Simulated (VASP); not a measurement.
# C in VASP: settings compared

The runs below take C through single point, with BLYP+D4, PBE.

All numbers are computed with VASP 6.6.1; they aren't measurements. Logs are shortened: lines on timing, memory, paths and dates and some standing lists are left out, and cuts for length are marked.

**1. The cell of the first run**

Symmetry: Fd-3m, No. 227, cubic system. Conventional cell: a = 3.590 Å, b = 3.590 Å, c = 3.590 Å, α = 90.00°, β = 90.00°, γ = 90.00°. C (site symmetry -43m) has 4 C at 1.55 Å within 2.1 Å.

**2. Single point, BLYP+D4**

INCAR

```
PREC = Accurate
ENCUT = 520
EDIFF = 1E-6
ISMEAR = -1
SIGMA = 0.05
LREAL = F
LASPH = T
NELM = 60
ALGO = Normal
ISIF = 2
LWAVE = F
LCHARG = T
GGA = B5
ALDAX = 1.0
AGGAX = 1.0
AGGAC = 1.0
ALDAC = 0.0
IVDW = 13
VDW_S6 = 1.0
VDW_S8 = 2.34076671
VDW_A1 = 0.44488865
VDW_A2 = 4.0933009
LELF = T
LVHAR = T
NBANDS = 11
```

KPOINTS

```
Automatic mesh
0
Gamma
  13 13 13
```

POSCAR

```
C
1.0
    0.0000000000      1.7951807415      1.7951807415
    1.7951807415      0.0000000000      1.7951807415
    1.7951807415      1.7951807415      0.0000000000
C
2
Direct
    0.7500000000      0.7500000000      0.7500000000
    0.5000000000      0.5000000000      0.5000000000
```

Potentials or basis: VASP PAW PBE potentials, release 64 (C).

Command:

```
$ cat potpaw_PBE.64/C/POTCAR > POTCAR
$ mpirun -np 1 vasp_std > vasp.out
```

OUTCAR:

```text
PREC = Accurate
   ENCUT = 520
   EDIFF = 1E-6
   ISMEAR = -1
   LREAL = F
   LASPH = T
   NELM = 60
   ISIF = 2
   GGA = B5
   IVDW = 13

 ion  position               nearest neighbor table
   1  0.750  0.750  0.750-   2 1.55   2 1.55   2 1.55   2 1.55
   2  0.500  0.500  0.500-   1 1.55   1 1.55   1 1.55   1 1.55

  LATTYP: Found a face centered cubic cell.
 ALAT       =     3.5903614830

  Lattice vectors:

 A1 = (   0.0000000000,   1.7951807415,   1.7951807415)
 A2 = (   1.7951807415,   0.0000000000,   1.7951807415)
 A3 = (   1.7951807415,   1.7951807415,   0.0000000000)

Analysis of symmetry for initial positions (statically):
=====================================================================
 Subroutine PRICEL returns:
 Original cell was already a primitive cell.

 Routine SETGRP: Setting up the symmetry group for a
 face centered cubic supercell.

 Subroutine GETGRP returns: Found 48 space group operations
 (whereof 24 operations were pure point group operations)
 out of a pool of 48 trial point group operations.

The static configuration has the point symmetry T_d .
 The point group associated with its full space group is O_h .

Analysis of symmetry for dynamics (positions and initial velocities):
=====================================================================
 Subroutine PRICEL returns:
 Original cell was already a primitive cell.

 Routine SETGRP: Setting up the symmetry group for a
 face centered cubic supercell.

 Subroutine GETGRP returns: Found 48 space group operations
 (whereof 24 operations were pure point group operations)
 out of a pool of 48 trial point group operations.

The dynamic configuration has the point symmetry T_d .
 The point group associated with its full space group is O_h .

 Subroutine INISYM returns: Found 48 space group operations
 (whereof 24 operations are pure point group operations),
 and found     1 'primitive' translations

----------------------------------------------------------------------------------------

                                     Primitive cell

  volume of cell :      11.5706

  direct lattice vectors                    reciprocal lattice vectors
     0.000000000  1.795180742  1.795180742    -0.278523487  0.278523487  0.278523487
     1.795180742  0.000000000  1.795180742     0.278523487 -0.278523487  0.278523487
     1.795180742  1.795180742  0.000000000     0.278523487  0.278523487 -0.278523487

  length of vectors
     2.538768952  2.538768952  2.538768952     0.482416831  0.482416831  0.482416831

  position of ions in fractional coordinates (direct lattice)
     0.750000000  0.750000000  0.750000000
[... 88 lines left out ...]
   PSTRESS=    0.0 pullay stress
   NELECT =       8.0000    total number of electrons
   NUPDOWN=      -1.0000    fix difference up-down
   EMIN   =  10.00;   EMAX   =-10.00  energy-range for DOS
   EFERMI =   0.00;   METHOD = LEGACY
   ISMEAR =    -1;   SIGMA  =   0.05  broadening in eV -4-tet -1-fermi 0-gaus
   EFERMI_NEDOS =   21; number of points for ismear=-14 and -15
   IALGO  =     38    algorithm
   IMIX   =      4    mixing-type and parameters
     AMIX     =   0.40;   BMIX     =  1.00
     AMIX_MAG =   1.60;   BMIX_MAG =  1.00
  volume/ion in A,a.u.               =       5.79        39.04
  Fermi-wavevector in a.u.,A,eV,Ry     =   1.447616  2.735597 28.512253  2.095592
  Thomas-Fermi vector in A             =   2.565550
   LORBIT       =      0    0 simple, 1 ext, 2 COOP (PROOUT), +10 PAW based schemes
   GGA     = B5    functional components
   LHFCALC =     F    Hartree Fock is set to
   AEXX    =    0.0000 exact exchange contribution
   IVDW    =    13    specifies the selected vdW correction
   LEPSILON=     F    determine dielectric tensor
   LRPA    =     F    only Hartree local field effects (RPA)
 non-spin polarized calculation
  energy-cutoff  :      520.00
  volume of cell :       11.57
 maximum number of plane-waves:       331
   NGX =  9   NGY =  9   NGZ =  9

 number of electron       8.0000000 magnetization

 Free energy of the ion-electron system (eV)
  ---------------------------------------------------
  ext. energy  EPLUGINS =         0.00000000
  ---------------------------------------------------
  free energy    TOTEN  =       -16.72889741 eV

  energy without entropy =      -16.72889741  energy(sigma->0) =      -16.72889741

 E-fermi :  10.6630     XC(G=0): -12.4493

 val. band max:        9.7297457334   @ k =   0.0000   0.0000   0.0000
 cond. band min:      14.1509009813   @ k =   0.3846   0.3846   0.0000
 fundamental gap:      4.4211552479
 Fermi energy:        10.6629796541

 k-point     1 :       0.0000    0.0000    0.0000
  band No.  band energies     occupation
      1     -11.2020      2.00000
      2       9.7297      2.00000
      3       9.7297      2.00000
      4       9.7297      2.00000
      5      15.4143      0.00000
      6      15.4143      0.00000
      7      15.4143      0.00000
      8      22.7096      0.00000
      9      29.2808      0.00000
     10      36.4366      0.00000
     11      36.4366      0.00000
[... 309 lines left out ...]
 k-point    24 :       0.4615    0.1538    0.0000
  band No.  band energies     occupation
      1      -6.3189      2.00000
      2      -1.1348      2.00000
      3       5.4601      2.00000
      4       5.9867      2.00000
      5      16.9843      0.00000
      6      20.2886      0.00000
      7      20.4853      0.00000
      8      23.6524      0.00000
      9      30.3567      0.00000
     10      32.7986      0.00000
     11      36.8299      0.00000

 [... further k-points ...]

------------------------ aborting loop because EDIFF is reached ----------------------------------------

  DFT-D4 for vdW energy calculation

  Edisp (eV):   -0.81559

  FORCE on cell =-STRESS in cart. coord.  units (eV):
  Direction    XX          YY          ZZ          XY          YZ          ZX
  --------------------------------------------------------------------------------------
  -------------------------------------------------------------------------------------
  Total      -0.51372    -0.51372    -0.51372    -0.00000    -0.00000    -0.00000
  in kB     -71.13540   -71.13540   -71.13540    -0.00000    -0.00000    -0.00000
  external pressure =      -71.14 kB  Pullay stress =        0.00 kB

 VOLUME and BASIS-vectors are now :
 -----------------------------------------------------------------------------
  energy-cutoff  :      520.00
  volume of cell :       11.57
      direct lattice vectors                 reciprocal lattice vectors
     0.000000000  1.795180742  1.795180742    -0.278523487  0.278523487  0.278523487
     1.795180742  0.000000000  1.795180742     0.278523487 -0.278523487  0.278523487
     1.795180742  1.795180742  0.000000000     0.278523487  0.278523487 -0.278523487

 POSITION                                       TOTAL-FORCE (eV/Angst)
 -----------------------------------------------------------------------------------
      2.69277      2.69277      2.69277        -0.000000     -0.000000     -0.000000
      1.79518      1.79518      1.79518         0.000000      0.000000      0.000000
 -----------------------------------------------------------------------------------
    total drift:                                0.000000      0.000000      0.000000

  FREE ENERGIE OF THE ION-ELECTRON SYSTEM (eV)
  ---------------------------------------------------
  free  energy   TOTEN  =       -17.5444902534 eV

  energy  without entropy=      -17.5444902534  energy(sigma->0) =      -17.54449025
```

It took 15 s on 1 thread of Intel Xeon Platinum 8259CL at 2.50GHz (Skylake/Cascade Lake), shared host; peak memory 0.12 GiB.

Results:

```yaml
Free_energy: -17.5445 eV
Pressure: -7.1 GPa
Band_gap_on_the_k_mesh: 4.42 eV, indirect (least direct gap 5.68 eV)
Dispersion_energy_per_atom: -0.408 eV
```

Caveat: the PAW data sets were made with another functional, which shifts forces and pressure a little. BLYP gaps usually lie below the measured ones, often by a third to a half.

**3. Single point, BLYP+D4**

This run uses another cell than the first one, of 5.90 Å³/atom, 1.020 times its volume.

INCAR

```
SYSTEM = C
PREC = Accurate
ENCUT = 520
EDIFF = 1E-6
ISMEAR = -1
SIGMA = 0.05
LREAL = .FALSE.
LASPH = .TRUE.
NELM = 60
ALGO = Normal
ISIF = 2
LWAVE = .FALSE.
LCHARG = .TRUE.
GGA = B5
ALDAX = 1.0
AGGAX = 1.0
AGGAC = 1.0
ALDAC = 0.0
IVDW = 13
VDW_S6 = 1.0
VDW_S8 = 2.34076671
VDW_A1 = 0.44488865
VDW_A2 = 4.0933009
LELF = .TRUE.
LVHAR = .TRUE.
NBANDS = 11
```

KPOINTS

```
Automatic mesh
0
G
  13 13 13
  0 0 0
```

POSCAR

```
C
1.0
    0.0000000000      1.8068380860      1.8068380860
    1.8068380860      0.0000000000      1.8068380860
    1.8068380860      1.8068380860      0.0000000000
C
2
Direct
    0.7500000000      0.7500000000      0.7500000000
    0.5000000000      0.5000000000      0.5000000000
```

Potentials or basis: VASP PAW PBE potentials, release 64 (C).

Command:

```
$ cat potpaw_PBE.64/C/POTCAR > POTCAR
$ mpirun -np 1 vasp_std > vasp.out
```

Wall time 16 s (1 thread of Intel Xeon Platinum 8259CL at 2.50GHz (Skylake/Cascade Lake), shared host); peak memory 0.12 GiB.

Results (log left out):

| Quantity | Value |
| --- | --- |
| Free energy | -17.5293 eV |
| Pressure | -14.6 GPa |
| Band gap on the k mesh | 4.37 eV, indirect (least direct gap 5.63 eV) |
| Dispersion energy per atom | -0.401 eV |

Levels at points of the mesh, in eV from the valence-band top:
| k point | band 1 | band 2 | band 3 | band 4 | band 5 | band 6 | band 7 | band 8 |
| --- | --- | --- | --- | --- | --- | --- | --- | --- |
| (0.00, 0.00, 0.00) | -20.68 | 0.00 | 0.00 | 0.00 | 5.63 | 5.63 | 5.63 | 12.54 |

Caveat: the PAW data sets were made with another functional, which shifts forces and pressure a little.

**4. Single point, PBE**

This run uses another cell than the first one, of 5.67 Å³/atom, 0.980 times its volume.

INCAR

```
PREC = Accurate ; ENCUT = 520
EDIFF = 1E-6 ; ISMEAR = -1
SIGMA = 0.05 ; LREAL = False
LASPH = True ; NELM = 100
ALGO = Normal ; ISIF = 2
LWAVE = False ; LCHARG = False
GGA = PE ; NBANDS = 11
```

KPOINTS

```
Automatic mesh
0
Gamma
  11 11 11
```

POSCAR

```
C
1.0
    0.0000000000      1.7833700000      1.7833700000
    1.7833700000      0.0000000000      1.7833700000
    1.7833700000      1.7833700000      0.0000000000
C
2
Direct
    0.7500000000      0.7500000000      0.7500000000
    0.5000000000      0.5000000000      0.5000000000
```

Command:

```
$ cat potpaw_PBE.64/C/POTCAR > POTCAR
$ mpirun -np 1 vasp_std > vasp.out
```

Run time: 4 s. Hardware: 1 thread of Intel Xeon Platinum 8488C (Sapphire Rapids), shared host; peak memory 0.11 GiB.

It converged, with:

* Free energy: -18.1852 eV
* Pressure: 2.5 GPa
* Band gap on the k mesh: 4.13 eV, indirect (least direct gap 5.59 eV)

Levels at points of the mesh, in eV from the valence-band top:
| k point | band 1 | band 2 | band 3 | band 4 | band 5 | band 6 | band 7 | band 8 |
| --- | --- | --- | --- | --- | --- | --- | --- | --- |
| (0.00, 0.00, 0.00) | -21.48 | 0.00 | 0.00 | 0.00 | 5.59 | 5.59 | 5.59 | 13.33 |

A k mesh can miss the band edges. PBE gaps usually lie below the measured ones, often by a third to a half.

**5. Single point, PBE**

This run uses another cell than the first one, of 5.44 Å³/atom, 0.941 times its volume.

INCAR

```
SYSTEM = C
ALGO = Normal
EDIFF = 1E-6
ENCUT = 520
GGA = PE
ISIF = 2
ISMEAR = -1
LASPH = .True.
LCHARG = .False.
LREAL = .False.
LWAVE = .False.
NBANDS = 11
NELM = 80
PREC = Accurate
SIGMA = 0.05
```

KPOINTS

```
k-points
0
Gamma
  11 11 11
  0 0 0
```

POSCAR

```
C
1.0
    0.0000000000      1.7833700000      1.7120352000
    1.7833700000      0.0000000000      1.7120352000
    1.7833700000      1.7833700000      0.0000000000
C
2
Direct
    0.7500000000      0.7500000000      0.7500000000
    0.5000000000      0.5000000000      0.5000000000
```

Command:

```
$ cat potpaw_PBE.64/C/POTCAR > POTCAR
$ mpirun -np 1 vasp_std > vasp.out
```

It took 6.9 s on 1 thread of Intel Xeon Platinum 8488C (Sapphire Rapids), shared host; peak memory 0.12 GiB.

It converged, with:

* Free energy: -18.1152 eV
* Pressure: 22.0 GPa
* Band gap on the k mesh: 3.16 eV, indirect (least direct gap 4.97 eV)

Stress tensor (GPa, compression positive):
```
 9.33  0.00  0.00
 0.00  9.33  0.00
 0.00  0.00 47.27
```

Levels at points of the mesh, in eV from the valence-band top:
```csv
k point,band 1,band 2,band 3,band 4,band 5,band 6,band 7,band 8,band 9
"(0.00, 0.00, 0.00)",-22.44,-0.61,-0.61,0.00,4.97,5.49,5.49,13.85,19.44
```

A k mesh can miss the band edges.

**6. Single point, PBE**

This run uses another cell than the first one, of 5.56 Å³/atom, 0.961 times its volume.

INCAR

```
ALGO     = Normal         # electronic algorithm
EDIFF    = 1E-7           # SCF threshold, eV
ENCUT    = 520            # plane-wave cutoff, eV
GGA      = PE             # functional
ISIF     = 2              # what is computed and relaxed
ISMEAR   = -1             # smearing method
LASPH    = T              # aspherical terms in the spheres
LCHARG   = T              # write CHGCAR
LELF     = T              # ELF
LREAL    = F              # projectors in reciprocal space
LVHAR    = T            
LWAVE    = F              # write WAVECAR
NBANDS   = 11             # bands
NELM     = 60             # most SCF steps
PREC     = Accurate       # precision mode
SIGMA    = 0.05           # smearing width, eV
```

KPOINTS

```
k-points
0
Gamma
  11 11 11
```

POSCAR

```
C
1.0
    0.0000000000      1.7833700000      1.7477026000
    1.7833700000      0.0000000000      1.7477026000
    1.7833700000      1.7833700000      0.0000000000
C
2
Direct
    0.7500000000      0.7500000000      0.7500000000
    0.5000000000      0.5000000000      0.5000000000
```

Potentials or basis: VASP PAW PBE potentials, release 64 (C).

Command:

```
$ cat potpaw_PBE.64/C/POTCAR > POTCAR
$ mpirun -np 1 vasp_std > vasp.out
```

Run time: 8.1 s. Hardware: 1 thread of Intel Xeon Platinum 8488C (Sapphire Rapids), shared host; peak memory 0.12 GiB.

It converged, with:

- Free energy: -18.1661 eV
- Pressure: 11.8 GPa
- Band gap on the k mesh: 3.65 eV, indirect (least direct gap 5.28 eV)

Stress tensor (GPa, compression positive):
```
 5.50  0.00  0.00
 0.00  5.50  0.00
 0.00  0.00 24.29
```

Levels at points of the mesh, in eV from the valence-band top:
| k point | band 1 | band 2 | band 3 | band 4 | band 5 | band 6 | band 7 | band 8 | band 9 |
| --- | --- | --- | --- | --- | --- | --- | --- | --- | --- |
| (0.00, 0.00, 0.00) | -21.95 | -0.30 | -0.30 | 0.00 | 5.28 | 5.53 | 5.53 | 13.59 | 19.36 |

A k mesh can miss the band edges. PBE gaps usually lie below the measured ones, often by a third to a half.

**7. The runs side by side**

```tsv
level	cell	k mesh	gap on the mesh (eV)	pressure (GPa)
BLYP+D4	a = 2.539 Å, angles 60.0°, 2 atoms	13 × 13 × 13	4.42	-7.1
BLYP+D4	a = 2.555 Å, angles 60.0°, 2 atoms	13 × 13 × 13	4.37	-14.6
PBE	a = 2.522 Å, angles 60.0°, 2 atoms	11 × 11 × 11	4.13	2.5
PBE	a = 2.472, b = 2.472, c = 2.522 Å, angles 59.3, 59.3, 61.3°, 2 atoms	11 × 11 × 11	3.16	22.0
PBE	a = 2.497, b = 2.497, c = 2.522 Å, angles 59.7, 59.7, 60.7°, 2 atoms	11 × 11 × 11	3.65	11.8
```

Alike in all rows: task single point; potentials or basis VASP PAW PBE potentials, release 64 (C); no spin polarisation; cutoff (eV) 520; smearing fermi-dirac 0.05 eV.

Caveats: the PAW data sets were made with another functional, which shifts forces and pressure a little (some runs).

Total energies depend on the potentials used, so only differences within one code and one set of settings carry meaning.
